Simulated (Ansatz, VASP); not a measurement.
# One calculation of WS2, two programs

File INCAR:

```
PREC = Accurate
ENCUT = 520
EDIFF = 1E-7
ISMEAR = 0
SIGMA = 0.05
LREAL = False
LASPH = True
NELM = 80
ALGO = Normal
ISIF = 2
LWAVE = False
LCHARG = False
GGA = PS
IVDW = 12
NBANDS = 20
```

KPOINTS

```
regular mesh
0
Gamma
  12 12 2
```

POSCAR

```
WS2
1.0
    3.0458396072      0.0000000000      0.0000000000
   -1.5229198036      2.6377744757      0.0000000000
    0.0000000000      0.0000000000     16.5140973520
W S
1 2
Direct
    0.3307549324      0.6615098648      0.0000000000
    0.6740592623      0.3481185245      0.9071511715
    0.6740592623      0.3481185245      0.0928488285
```

Input for Ansatz:

```yaml
crystal:
  lattice:
    - [3.0458396072, 0.0, 0.0]
    - [-1.5229198036, 2.6377744757, 0.0]
    - [0.0, 0.0, 16.514097352]
  atoms:
    - { symbol: W, position: [0.3307549324, 0.6615098648, 0.0] }
    - { symbol: S, position: [0.6740592623, 0.3481185245, 0.9071511715] }
    - { symbol: S, position: [0.6740592623, 0.3481185245, 0.0928488285] }
basis:
  ecutwfc: 420
kpoints:
  mp_grid: { grid: [12, 12, 2] }
hamiltonian:
  xc: pbesol
  pseudopotentials: { kind: paw, azcp: { folder: soft_1 } }
  dispersion: d3bj
scf:
  occupations: { method: gaussian, width: 0.05 }
output:
  forces: true
  stress: true
  eigenvalues: true
```

Change from the starting cell: mode 7 frozen in at +0.040 Å, equal normal strain along x, y and z -0.0250.

Alike in both runs: task single point; functional PBEsol; dispersion D3(BJ); k mesh 12 × 12 × 2; occupations gaussian, width 0.05 eV; no spin polarisation.

```csv
,VASP,Ansatz
version,VASP 6.6.1,Ansatz 0.2.0
potentials or method,"VASP PAW PBE potentials, release 64 (W_sv, S), cutoff 520 eV","scalar-relativistic, plane waves, PAW"
valence electrons in the cell,26,26
```

```csv
,VASP,Ansatz,Ansatz less VASP
gap on the k mesh at the Fermi level (eV),2.07,2.07,0.000
least direct gap on the mesh (eV),2.25,2.24,-0.005
rms of the force components (eV/Å),0.978,0.970,-0.0081
```

VASP's potentials were made for PBE, not for PBEsol, and Ansatz warns of the same on its side. Atom by atom the forces differ by 0.010 eV/Å (rms over components).

Spin-orbit coupling is off throughout.
